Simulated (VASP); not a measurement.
# LiZn3F2 (R-3m) in VASP: further runs, part 3 of 3

VASP 6.6.1. Earlier steps stand in the parts before.

**5. Single point, PBE, collinear spin**

This run uses another cell than the first one, of 13.36 Å³/atom.

INCAR

```
SYSTEM = LiZn3F2
PREC = Accurate ; ENCUT = 520
EDIFF = 1E-6 ; ISMEAR = 0
SIGMA = 0.1 ; LREAL = .False.
LASPH = .True. ; NELM = 150
ALGO = Normal ; ISIF = 2
LWAVE = .False. ; LCHARG = .False.
ISPIN = 2 ; MAGMOM = 0 0 0 0 1 1
LORBIT = 11 ; GGA = PE
NBANDS = 40
```

KPOINTS

```
regular mesh
0
Gamma
  4 4 4
  0 0 0
```

POSCAR

```
LiZn3F2
1.0
    3.0492064800      1.7604601800      2.4896666700
   -3.0492064800      1.7604601800      2.4896666700
    0.0000000000     -3.5209203700      2.4896666700
Li Zn F
1 3 2
Direct
    0.0000000000      0.0000000000      0.0000000000
    0.5000000000      0.5000000000      0.0000000000
    0.5000000000      0.0000000000      0.5000000000
    0.0000000000      0.5000000000      0.5000000000
    0.7500000000      0.7500000000      0.7500000000
    0.2500000000      0.2500000000      0.2500000000
```

The run is started by

```bash
> cat potpaw_PBE.64/Li_sv/POTCAR potpaw_PBE.64/Zn/POTCAR potpaw_PBE.64/F/POTCAR > POTCAR
> mpirun -np 1 vasp_std > vasp.out
```

It took 29 s on 1 thread of Intel Xeon 6975P-C (Granite Rapids), shared host; peak memory 0.23 GiB.

It converged, with:

```
Free energy                                           : -11.1850 eV
Largest force                                         : 3.023 eV/Å
Net moment                                            : 0.00 μB per cell
Valence electrons inside the program's atomic spheres : Li 2.08; Zn 10.80; F 6.19
```

Forces in eV/Å, atoms in the order of the input:
```
Li   0.000  0.000  0.000
Zn   0.000  0.000  0.000
Zn   0.000  0.000  0.000
Zn   0.000  0.000  0.000
F    0.000  0.000  3.023
F    0.000  0.000 -3.023
```

Levels at points of the mesh, in eV from the Fermi level:
Spin up:
| k point | band 23 | band 24 | band 25 | band 26 | band 27 | band 28 | band 29 | band 30 | band 31 | band 32 |
| --- | --- | --- | --- | --- | --- | --- | --- | --- | --- | --- |
| (0.00, 0.00, 0.00) | -5.33 | -5.33 | -4.24 | -0.58 | -0.58 | 3.50 | 3.50 | 6.10 | 6.73 | 6.88 |
| (0.50, 0.00, 0.00) | -6.20 | -5.40 | -2.50 | -2.06 | 1.43 | 2.21 | 3.60 | 4.70 | 5.10 | 5.16 |
| (0.50, 0.50, 0.00) | -6.25 | -5.64 | -1.53 | -1.32 | -0.34 | 0.05 | 4.14 | 4.88 | 5.23 | 5.70 |
| (0.50, 0.50, 0.50) | -5.78 | -5.58 | -0.39 | 0.05 | 0.05 | 0.40 | 0.40 | 1.35 | 3.89 | 5.86 |
Spin down:
| k point | band 23 | band 24 | band 25 | band 26 | band 27 | band 28 | band 29 | band 30 | band 31 | band 32 |
| --- | --- | --- | --- | --- | --- | --- | --- | --- | --- | --- |
| (0.00, 0.00, 0.00) | -5.33 | -5.33 | -4.24 | -0.58 | -0.58 | 3.50 | 3.50 | 6.10 | 6.73 | 6.88 |
| (0.50, 0.00, 0.00) | -6.20 | -5.40 | -2.50 | -2.06 | 1.43 | 2.21 | 3.60 | 4.70 | 5.10 | 5.16 |
| (0.50, 0.50, 0.00) | -6.25 | -5.64 | -1.53 | -1.32 | -0.34 | 0.05 | 4.14 | 4.88 | 5.23 | 5.70 |
| (0.50, 0.50, 0.50) | -5.78 | -5.58 | -0.39 | 0.05 | 0.05 | 0.40 | 0.40 | 1.35 | 3.89 | 5.86 |

Caveat: the k points lie up to 0.36 Å⁻¹ apart; the cutoff is under 1.25 times the usual one of these potentials, so pressure, stress and relaxed cells hold a basis-set (Pulay) error; forces of over 1 eV/Å act on the atoms, so gaps and moduli don't describe the material at rest.

**6. Relaxation of cell and atoms, PBE**

INCAR

```
SYSTEM = LiZn3F2
PREC = Accurate
ENCUT = 600
EDIFF = 1E-7
ISMEAR = 0
SIGMA = 0.1
LREAL = .FALSE.
LASPH = .TRUE.
NELM = 60
ALGO = Normal
ISIF = 3
LWAVE = .FALSE.
LCHARG = .FALSE.
GGA = PE
IBRION = 2
NSW = 90
EDIFFG = -0.04
```

KPOINTS

```
regular mesh
0
G
  6 6 6
  0 0 0
```

POSCAR

```
LiZn3F2
1.0
    3.8773147992      2.2385687430      2.1493286970
   -3.8773147992      2.2385687430      2.1493286970
    0.0000000000     -4.4771374861      2.1493286970
Li Zn F
1 3 2
Direct
    0.0000000000      0.0000000000      0.0000000000
    0.5000000000      0.5000000000      0.0000000000
    0.5000000000      0.0000000000      0.5000000000
    0.0000000000      0.5000000000      0.5000000000
    0.7366908388      0.7366908388      0.7366908388
    0.2633091612      0.2633091612      0.2633091612
```

Potentials or basis: VASP PAW PBE potentials, release 64 (Li_sv, Zn, F).

The run is started by

```bash
> cat potpaw_PBE.64/Li_sv/POTCAR potpaw_PBE.64/Zn/POTCAR potpaw_PBE.64/F/POTCAR > POTCAR
> mpirun -np 1 vasp_std > vasp.out
```

It took 1.8 min on 1 thread of Intel Xeon 6975P-C (Granite Rapids), shared host; peak memory 0.31 GiB.

Results (log left out):

| Quantity | Value |
| --- | --- |
| Free energy | -14.3591 eV |
| Relaxed volume | 18.68 Å³/atom |
| Relaxed cell | a = 4.966 Å, b = 4.966 Å, c = 4.966 Å, α = 102.57°, β = 102.57°, γ = 102.57° |
| Space group after relaxing (to 0.1 Å) | R-3m (No. 166) |
| Energy gained by relaxing | 0.1 meV/atom |
| Ionic steps | 2 |
| Pressure after relaxing | 0.0 GPa |
| Largest force after relaxing | 0.017 eV/Å |
| Band gap on the k mesh | zero (an odd number of electrons rules out a gap without spin polarisation) |

Forces in eV/Å, atoms in the order of the input:
```
Li   0.000  0.000  0.000
Zn   0.000  0.000  0.000
Zn   0.000  0.000  0.000
Zn   0.000  0.000  0.000
F    0.000  0.000  0.017
F    0.000  0.000 -0.017
```

Stress tensor (GPa, compression positive):
```
-0.08  0.00  0.00
 0.00 -0.08  0.00
 0.00  0.00  0.22
```

Step by step:
| step | energy change (eV) | largest force (eV/Å) | pressure (GPa) | volume (Å³) |
| --- | --- | --- | --- | --- |
| 1 | 0.0000 | 0.0279 | 0.08 | 111.93 |
| 2 | -0.0006 | 0.0169 | 0.02 | 112.08 |

Final structure:
```
Li Zn F
1.0
     3.87519    2.23734    2.15446
    -3.87519    2.23734    2.15446
     0.00000   -4.47468    2.15446
Li Zn F
1 3 2
Direct
  0.00000 0.00000 0.00000
  0.50000 0.50000 0.00000
  0.50000 0.00000 0.50000
  0.00000 0.50000 0.50000
  0.73648 0.73648 0.73648
  0.26352 0.26352 0.26352
```

Levels at points of the mesh, in eV from the Fermi level:
```tsv
k point	band 25	band 26	band 27	band 28	band 29	band 30
(0.00, 0.00, 0.00)	-4.18	0.87	0.87	1.63	1.63	3.22
(0.50, 0.00, 0.00)	-2.58	-1.87	0.61	1.60	4.23	4.65
(0.50, 0.50, 0.00)	-1.75	-1.22	-0.56	0.91	4.05	4.18
(0.50, 0.50, 0.50)	-0.87	-0.87	0.35	0.35	1.79	1.80
```

Caveat: the cutoff is under 1.25 times the usual one of these potentials, so pressure, stress and relaxed cells hold a basis-set (Pulay) error; an odd number of electrons without spin polarisation forces a metal; a magnetic or distorted state may lie lower.

**7. The runs side by side**

| task | spin | cell | k mesh | cutoff (eV) | gap on the mesh (eV) | pressure (GPa) | relaxed volume (Å³/atom) | largest force (eV/Å) |
| --- | --- | --- | --- | --- | --- | --- | --- | --- |
| single point | off | a = 4.966 Å, angles 102.7°, 6 atoms, atomic positions A | 4 × 4 × 4 | 520 | none | - | - | 0.06 |
| single point | off | a = 4.966 Å, angles 102.7°, 6 atoms, atomic positions A | 6 × 6 × 6 | 520 | none | - | - | 0.03 |
| relaxation of cell and atoms | off | relaxed from a = 4.312 Å, 6 atoms, atomic positions B | 4 × 4 × 4 | 600 | none | 0.1 | 18.26 | 0.03 |
| single point | collinear | a = 4.312 Å, 6 atoms, atomic positions B | 4 × 4 × 4 | 520 | none | - | - | 3.02 |
| relaxation of cell and atoms | off | relaxed from a = 4.966 Å, angles 102.7°, 6 atoms, atomic positions A | 6 × 6 × 6 | 600 | none | 0.0 | 18.68 | 0.02 |

Alike in all rows: level PBE; potentials or basis VASP PAW PBE potentials, release 64 (Li_sv, Zn, F); smearing gaussian 0.1 eV.

Caveats: some runs use coarse meshes; the cutoff is under 1.25 times the usual one of these potentials, so pressure, stress and relaxed cells hold a basis-set (Pulay) error; an odd number of electrons without spin polarisation forces a metal (at least some runs); a magnetic or distorted state may lie lower (at least some runs); the volume moved by over 15 % at a fixed basis, so the end points are rough (at least some runs); forces of over 1 eV/Å act on the atoms, so gaps and moduli don't describe the material at rest (at least some runs).

Absolute energies hang on the potentials; compare differences alone.
